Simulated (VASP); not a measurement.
# SnO2 in VASP: a series of runs

Runs on SnO2. Level: LDA. Tasks: single point.

Everything below comes from runs of VASP 6.6.1. Logs are shortened: lines on timing, memory, paths and dates and some standing lists are left out, and cuts for length are marked.

## 1. The cell of the first run

The typed cell holds 6 atoms: a = 4.720 Å, b = 4.721 Å, c = 3.189 Å, α = 90.00°, β = 90.00°, γ = 90.00°.

## 2. Single point, LDA (atoms displaced along a vibrational mode)

The input, INCAR:

```
PREC     = Accurate       # precision mode
ENCUT    = 520            # plane-wave cutoff, eV
EDIFF    = 1E-6           # SCF threshold, eV
ISMEAR   = 0              # smearing method
SIGMA    = 0.05           # smearing width, eV
LREAL    = F              # projectors in reciprocal space
LASPH    = T              # aspherical terms in the spheres
NELM     = 100            # most SCF steps
ALGO     = Normal         # electronic algorithm
ISIF     = 2              # what is computed and relaxed
LWAVE    = F              # write WAVECAR
LCHARG   = F              # write CHGCAR
GGA      = CA             # functional
NBANDS   = 35             # bands
```

The input, KPOINTS:

```
Automatic mesh
0
Gamma
  6 6 8
```

The input, POSCAR:

```
SnO2
1.0
    4.7201335122      0.0000000000      0.0000000000
    0.0000000000      4.7206343096      0.0000000000
    0.0000000000      0.0000000000      3.1888226875
Sn O
2 4
Direct
    0.4956629379      0.4949908701      0.5000000000
    0.0043459583     -0.0050168105      0.0000000000
    0.3168064634      0.2979223247      0.0000000000
    0.8488659430      0.2392731058      0.5000000000
    0.1831605326      0.7978939160      0.5000000000
    0.6511010529      0.7393015145      0.0000000000
```

Potentials or basis: VASP PAW LDA potentials, release 64 (Sn_d, O).

On the command line:

```bash
cat potpaw_LDA.64/Sn_d/POTCAR potpaw_LDA.64/O/POTCAR > POTCAR
mpirun -np 1 vasp_std > vasp.out
```

OUTCAR:

```text
PREC = Accurate
   ENCUT = 520
   EDIFF = 1E-6
   ISMEAR = 0
   LREAL = F
   LASPH = T
   NELM = 100
   ISIF = 2
   GGA = CA

 ion  position               nearest neighbor table
   1  0.496  0.495  0.500-   3 2.03   3 2.03   5 2.05   4 2.06   6 2.10   6 2.10   2 3.67   2 3.67
                             2 3.67   2 3.67   2 3.73   2 3.73   2 3.73   2 3.73
   2  0.004  0.995  0.000-   5 2.03   5 2.03   3 2.05   6 2.06   4 2.10   4 2.10   1 3.67   1 3.67
                             1 3.67   1 3.67   1 3.73   1 3.73   1 3.73   1 3.73
   3  0.317  0.298  0.000-   1 2.03   1 2.03   2 2.05
   4  0.849  0.239  0.500-   1 2.06   2 2.10   2 2.10
   5  0.183  0.798  0.500-   2 2.03   2 2.03   1 2.05
   6  0.651  0.739  0.000-   2 2.06   1 2.10   1 2.10

  LATTYP: Found a simple orthorhombic cell.
 ALAT       =     3.1888226875
 B/A-ratio  =     1.4802119700
 C/A-ratio  =     1.4803690177

  Lattice vectors:

 A1 = (   0.0000000000,   0.0000000000,   3.1888226875)
 A2 = (   4.7201335122,   0.0000000000,   0.0000000000)
 A3 = (   0.0000000000,   4.7206343096,   0.0000000000)

Analysis of symmetry for initial positions (statically):
=====================================================================
 Subroutine PRICEL returns:
 Original cell was already a primitive cell.

 Routine SETGRP: Setting up the symmetry group for a
 simple orthorhombic supercell.

 Subroutine GETGRP returns: Found  2 space group operations
 (whereof  2 operations were pure point group operations)
 out of a pool of  8 trial point group operations.

The static configuration has the point symmetry C_1h.

Analysis of symmetry for dynamics (positions and initial velocities):
=====================================================================
 Subroutine PRICEL returns:
 Original cell was already a primitive cell.

 Routine SETGRP: Setting up the symmetry group for a
 simple orthorhombic supercell.

 Subroutine GETGRP returns: Found  2 space group operations
 (whereof  2 operations were pure point group operations)
 out of a pool of  8 trial point group operations.

The dynamic configuration has the point symmetry C_1h.

 Subroutine INISYM returns: Found  2 space group operations
 (whereof  2 operations are pure point group operations),
 and found     1 'primitive' translations

----------------------------------------------------------------------------------------

                                     Primitive cell

  volume of cell :      71.0534

  direct lattice vectors                    reciprocal lattice vectors
[... 100 lines left out ...]
   NFREE  =      0    steps in history (QN), initial steepest desc. (CG)
   ISIF   =      2    stress and relaxation
   ISYM   =      2    0-nonsym 1-usesym 2-fastsym
   POTIM  = 0.5000    time-step for ionic-motion
   TEBEG  =    0.0;   TEEND  =   0.0 temperature during run
   PSTRESS=    0.0 pullay stress
   NELECT =      52.0000    total number of electrons
   NUPDOWN=      -1.0000    fix difference up-down
   EMIN   =  10.00;   EMAX   =-10.00  energy-range for DOS
   EFERMI =   0.00;   METHOD = LEGACY
   ISMEAR =     0;   SIGMA  =   0.05  broadening in eV -4-tet -1-fermi 0-gaus
   EFERMI_NEDOS =   21; number of points for ismear=-14 and -15
   IALGO  =     38    algorithm
   IMIX   =      4    mixing-type and parameters
     AMIX     =   0.40;   BMIX     =  1.00
     AMIX_MAG =   1.60;   BMIX_MAG =  1.00
  volume/ion in A,a.u.               =      11.84        79.92
  Fermi-wavevector in a.u.,A,eV,Ry     =   1.475302  2.787917 29.613299  2.176516
  Thomas-Fermi vector in A             =   2.589968
   LORBIT       =      0    0 simple, 1 ext, 2 COOP (PROOUT), +10 PAW based schemes
   GGA     = CA    functional components
   LHFCALC =     F    Hartree Fock is set to
   AEXX    =    0.0000 exact exchange contribution
   IVDW    =     0    specifies the selected vdW correction
   LEPSILON=     F    determine dielectric tensor
   LRPA    =     F    only Hartree local field effects (RPA)
 non-spin polarized calculation
 Gauss-broadening in eV      SIGMA  =   0.05
  energy-cutoff  :      520.00
  volume of cell :       71.05
 maximum number of plane-waves:      1933
 NGX is ok and might be reduce to    36
   NGX = 17   NGY = 17   NGZ = 11

 number of electron      52.0000001 magnetization

 Free energy of the ion-electron system (eV)
  ---------------------------------------------------
  ext. energy  EPLUGINS =         0.00000000
  ---------------------------------------------------
  free energy    TOTEN  =       -42.10592247 eV

  energy without entropy =      -42.10592247  energy(sigma->0) =      -42.10592247

 E-fermi :   5.9962     XC(G=0): -11.8577

 val. band max:        5.7702871576   @ k =   0.0000   0.1667   0.0000
 cond. band min:       7.1718529161   @ k =   0.0000   0.0000   0.0000
 fundamental gap:      1.4015657585
 Fermi energy:         5.9961829683

 k-point     1 :       0.0000    0.0000    0.0000
  band No.  band energies     occupation
      1     -15.0234      2.00000
      2     -14.2885      2.00000
      3     -14.0212      2.00000
      4     -14.0005      2.00000
      5     -13.9910      2.00000
      6     -13.9079      2.00000
[... 901 lines left out ...]
     34      17.9729      0.00000
     35      18.1800      0.00000

 [... further k-points ...]

------------------------ aborting loop because EDIFF is reached ----------------------------------------

  FORCE on cell =-STRESS in cart. coord.  units (eV):
  Direction    XX          YY          ZZ          XY          YZ          ZX
  --------------------------------------------------------------------------------------
  -------------------------------------------------------------------------------------
  Total        0.1202988     -0.9565043      0.3247322     -0.0000718      0.0000000      0.0000000
  in kB        2.7126069    -21.5681296      7.3223577     -0.0016193      0.0000000      0.0000000
  external PRESSURE =      -3.8443883 kB  Pullay stress =       0.0000000 kB

 VOLUME and BASIS-vectors are now :
 -----------------------------------------------------------------------------
  energy-cutoff  :      520.00
  volume of cell :       71.05
      direct lattice vectors                 reciprocal lattice vectors
     4.720133512  0.000000000  0.000000000     0.211858414  0.000000000  0.000000000
     0.000000000  4.720634310  0.000000000     0.000000000  0.211835939  0.000000000
     0.000000000  0.000000000  3.188822688     0.000000000  0.000000000  0.313595360

 POSITION                                       TOTAL-FORCE (eV/Angst)
 -----------------------------------------------------------------------------------
      2.33960      2.33667      1.59441         0.651268      0.577077      0.000000
      0.02051      4.69695      0.00000        -0.652222      0.577490      0.000000
      1.49537      1.40638      0.00000         0.210757     -0.143959      0.000000
      4.00676      1.12952      1.59441        -0.469296     -0.433299      0.000000
      0.86454      3.76657      1.59441        -0.210426     -0.143690      0.000000
      3.07328      3.48997      0.00000         0.469919     -0.433618      0.000000
 -----------------------------------------------------------------------------------
    total drift:                               -0.000020      0.001674      0.000003

  FREE ENERGIE OF THE ION-ELECTRON SYSTEM (eV)
  ---------------------------------------------------
  free  energy   TOTEN  =       -42.1059224664 eV

  energy  without entropy=      -42.1059224664  energy(sigma->0) =      -42.10592247
```

OSZICAR:

```text
N       E                     dE             d eps       ncg     rms          rms(c)
DAV:   1     0.624214120468E+03    0.62421E+03   -0.25572E+04  7829   0.234E+03
DAV:   2     0.512454470988E+02   -0.57297E+03   -0.54066E+03  7563   0.607E+02
DAV:   3    -0.432833643895E+02   -0.94529E+02   -0.92739E+02  7699   0.206E+02
DAV:   4    -0.481227848962E+02   -0.48394E+01   -0.48032E+01  8853   0.503E+01
DAV:   5    -0.482501158758E+02   -0.12733E+00   -0.12715E+00  8783   0.865E+00    0.157E+01
DAV:   6    -0.421791145041E+02    0.60710E+01   -0.17005E+01 11426   0.657E+01    0.637E+00
DAV:   7    -0.422005299785E+02   -0.21415E-01   -0.19635E+00  7773   0.805E+00    0.317E+00
DAV:   8    -0.421203921129E+02    0.80138E-01   -0.21598E-01 10738   0.417E+00    0.735E-01
DAV:   9    -0.421056800016E+02    0.14712E-01   -0.29521E-02 11342   0.287E+00    0.110E-01
DAV:  10    -0.421059303779E+02   -0.25038E-03   -0.33687E-03  7637   0.374E-01    0.813E-02
DAV:  11    -0.421059221537E+02    0.82243E-05   -0.19215E-04 10255   0.981E-02    0.171E-02
DAV:  12    -0.421059223754E+02   -0.22172E-06   -0.13838E-05  9169   0.334E-02    0.835E-03
DAV:  13    -0.421059224664E+02   -0.91002E-07   -0.12656E-06  5164   0.122E-02
   1 F= -.42105922E+02 E0= -.42105922E+02  d E =-.281784E-12
```

stdout:

```text
POSCAR found type information on POSCAR SnO
 POSCAR found :  2 types and       6 ions
 scaLAPACK will be used
 LDA part: xc-table for (Slater(with rela. corr.)+CA(PZ))
 , standard interpolation
 POSCAR, INCAR and KPOINTS ok, starting setup
 FFT: planning ... GRIDC
 FFT: planning ... GRID_SOFT
 FFT: planning ... GRID
 WAVECAR not read
 entering main loop
```

It took 4.1 min on 1 thread of Intel Xeon 8259CL, shared host; peak memory 0.29 GiB.

What came out:

- Free energy: -42.1059 eV
- Pressure: -0.4 GPa
- Largest force: 0.871 eV/Å
- Band gap on the k mesh: 1.40 eV (least direct gap 1.41 eV)

Forces in eV/Å, atoms in the order of the input:
```
Sn   0.651  0.577  0.000
Sn  -0.652  0.577  0.000
O    0.211 -0.144  0.000
O   -0.469 -0.433  0.000
O   -0.210 -0.144  0.000
O    0.470 -0.434  0.000
```

Caveat: the cell differs from its parent crystal (atoms displaced along a vibrational mode); spin-orbit coupling is left out, which moves the levels of the heavy elements. A k mesh can miss the band edges.

## 3. Single point, LDA (atoms displaced along a vibrational mode)

The input, INCAR:

```
ALGO = Normal
EDIFF = 1E-6
ENCUT = 520
GGA = CA
ISIF = 2
ISMEAR = 0
LASPH = T
LCHARG = T
LELF = T
LREAL = F
LVHAR = T
LWAVE = F
NBANDS = 35
NELM = 80
PREC = Accurate
SIGMA = 0.05
```

The input, KPOINTS:

```
k-points
0
Gamma
  6 6 8
```

The input, POSCAR:

```
SnO2
1.0
    4.7201335122      0.0000000000      0.0000000000
    0.0000000000      4.7206343096      0.0000000000
    0.0000000000      0.0000000000      3.1888226875
Sn O
2 4
Direct
    0.5043370621      0.5050091299      0.5000000000
   -0.0043459583      0.0050168105      0.0000000000
    0.3488989471      0.2606984855      0.0000000000
    0.8168394674      0.2021060840      0.5000000000
    0.1511340570      0.7607268942      0.5000000000
    0.6831935366      0.7020776753      0.0000000000
```

Potentials or basis: VASP PAW LDA potentials, release 64 (Sn_d, O).

On the command line:

```bash
cat potpaw_LDA.64/Sn_d/POTCAR potpaw_LDA.64/O/POTCAR > POTCAR
mpirun -np 1 vasp_std > vasp.out
```

Run time: 4.8 min. Hardware: 1 thread of Intel Xeon 8259CL, shared host; peak memory 0.29 GiB.

The run converged. Its results:

```
Free energy            : -42.1059 eV
Pressure               : -0.4 GPa
Largest force          : 0.871 eV/Å
Band gap on the k mesh : 1.40 eV (least direct gap 1.41 eV)
```

Forces on the atoms (eV/Å):
```
Sn  -0.651 -0.577  0.000
Sn   0.652 -0.577  0.000
O   -0.470  0.434  0.000
O    0.210  0.144  0.000
O    0.469  0.433  0.000
O   -0.211  0.144  0.000
```

Stress tensor (GPa, compression positive):
```
 0.27  0.00  0.00
 0.00 -2.16  0.00
 0.00  0.00  0.73
```

Levels at points of the mesh, in eV from the valence-band top:
```
           k point  band 23  band 24  band 25  band 26  band 27  band 28  band 29  band 30
(0.00, 0.00, 0.00)    -0.91    -0.64    -0.44    -0.01     1.40     5.55     6.40     6.72
(0.50, 0.00, 0.00)    -1.20    -0.81    -0.60    -0.53     4.56     4.60     7.38     7.54
(0.00, 0.50, 0.00)    -0.96    -0.96    -0.22    -0.22     4.24     4.24     6.55     6.55
(0.50, 0.50, 0.00)    -1.12    -1.12    -0.66    -0.66     4.86     4.86     7.39     7.39
(0.00, 0.00, 0.50)    -1.57    -1.57    -0.92    -0.92     6.05     6.05     9.43     9.43
(0.50, 0.00, 0.50)    -1.04    -1.04    -0.40    -0.40     6.18     6.18     7.76     7.76
(0.00, 0.50, 0.50)    -0.91    -0.91    -0.57    -0.57     6.35     6.35     8.22     8.22
(0.50, 0.50, 0.50)    -0.85    -0.85    -0.52    -0.52     4.78     4.78     8.77     8.77
```

Caveat: the cell differs from its parent crystal (atoms displaced along a vibrational mode); spin-orbit coupling is left out, which moves the levels of the heavy elements.

## 4. Single point, LDA (atoms displaced along a vibrational mode)

The input, INCAR:

```
SYSTEM = SnO2
ALGO = Normal
EDIFF = 1E-6
ENCUT = 520
ISIF = 2
ISMEAR = 0
LASPH = .True.
LCHARG = .True.
LELF = .True.
LREAL = .False.
LVHAR = .True.
LWAVE = .False.
NBANDS = 35
NELM = 60
PREC = Accurate
SIGMA = 0.05
```

The input, KPOINTS:

```
k-points
0
Gamma
  6 6 8
  0 0 0
```

The input, POSCAR:

```
SnO2
1.0
    4.7201335122      0.0000000000      0.0000000000
    0.0000000000      4.7206343096      0.0000000000
    0.0000000000      0.0000000000      3.1888226875
Sn O
2 4
Direct
    0.4956629379      0.4949908701      0.5000000000
    0.0043459583     -0.0050168105      0.0000000000
    0.2630851229      0.3516365223      0.0000000000
    0.7951446026      0.1855589082      0.5000000000
    0.2368818730      0.8516081136      0.5000000000
    0.7048223934      0.6855873169      0.0000000000
```

On the command line:

```bash
cat potpaw_LDA.64/Sn_d/POTCAR potpaw_LDA.64/O/POTCAR > POTCAR
mpirun -np 1 vasp_std > vasp.out
```

Run time: 4.7 min. Hardware: 1 thread of Intel Xeon 8259CL, shared host; peak memory 0.29 GiB.

It converged, with:

```
Free energy            : -42.1482 eV
Pressure               : -0.8 GPa
Largest force          : 0.548 eV/Å
Band gap on the k mesh : 1.36 eV
```

Forces in eV/Å, atoms in the order of the input:
```
Sn   0.200  0.509  0.000
Sn  -0.201  0.510  0.000
O    0.319 -0.306  0.000
O   -0.018 -0.204  0.000
O   -0.319 -0.305  0.000
O    0.019 -0.205  0.000
```

Stress tensor (GPa, compression positive):
```
-1.53  0.00  0.00
 0.00 -0.62  0.00
 0.00  0.00 -0.19
```

Levels at points of the mesh, in eV from the valence-band top:
```
           k point  band 24  band 25  band 26  band 27  band 28  band 29
(0.00, 0.00, 0.00)    -0.58    -0.54     0.00     1.36     5.67     6.25
(0.50, 0.00, 0.00)    -0.92    -0.31    -0.29     4.12     4.34     6.45
(0.00, 0.50, 0.00)    -1.02    -0.53    -0.53     4.53     4.53     7.44
(0.50, 0.50, 0.00)    -1.17    -0.66    -0.66     4.80     4.80     7.38
(0.00, 0.00, 0.50)    -1.57    -0.96    -0.96     6.00     6.00     9.37
(0.50, 0.00, 0.50)    -0.82    -0.65    -0.65     6.30     6.30     8.11
(0.00, 0.50, 0.50)    -1.13    -0.43    -0.43     6.14     6.14     7.82
(0.50, 0.50, 0.50)    -0.87    -0.55    -0.55     4.79     4.79     8.70
```

Caveat: the cell differs from its parent crystal (atoms displaced along a vibrational mode); spin-orbit coupling is left out, which moves the levels of the heavy elements.
